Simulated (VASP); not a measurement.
Here is a VASP 6.6.1 calculation.

Contents of POSCAR:

```
Mo
1.0
   -1.6629008606      1.6629008606      1.4134657315
    1.6629008606     -1.6629008606      1.4134657315
    1.6629008606      1.6629008606     -1.4134657315
Mo
1
Direct
    0.0000000000      0.0000000000      0.0000000000
```

The input INCAR.step1:

```
  PREC = Accurate
  ENCUT = 520
  ISMEAR = 0
  SIGMA = 0.15
  LREAL = False
  LASPH = True
  NELM = 60
  NBANDS = 13
  GGA = PE
  ALGO = Normal
  EDIFF = 1E-4
  LWAVE = True
  LCHARG = False
```

INCAR.step2

```
  PREC = Accurate
  ENCUT = 520
  EDIFF = 1E-6
  ISMEAR = 0
  SIGMA = 0.15
  LREAL = False
  LASPH = True
  NELM = 60
  ALGO = Normal
  ISIF = 2
  LWAVE = False
  LCHARG = False
  METAGGA = R2SCAN
  LMIXTAU = True
  NBANDS = 13
  ISTART = 1
```

Contents of KPOINTS:

```
regular mesh
0
Gamma
  30 30 30
```

Potentials or basis: VASP PAW PBE potentials, release 64 (Mo_sv).

Launch:

```bash
$ cat potpaw_PBE.64/Mo_sv/POTCAR > POTCAR
$ cp INCAR.step1 INCAR
$ mpirun -np 1 vasp_std > vasp.out
$ cp INCAR.step2 INCAR
$ mpirun -np 1 vasp_std > vasp.out
```

**Question.** What does it give for the band gap on the k mesh?

**Answer.** Zero (bands 7 and 8 overlap by 5.72 eV).

**Question.** What does it give for the pressure?

**Answer.** 4.3 GPa.

Stress tensor (GPa, compression positive):
```
-8.38  0.00  0.00
 0.00 -8.38  0.00
 0.00  0.00 29.52
```

Caveat: the stress differs along the axes, from -8 to 30 GPa; the PAW data sets were made with another functional, which shifts forces and pressure a little.
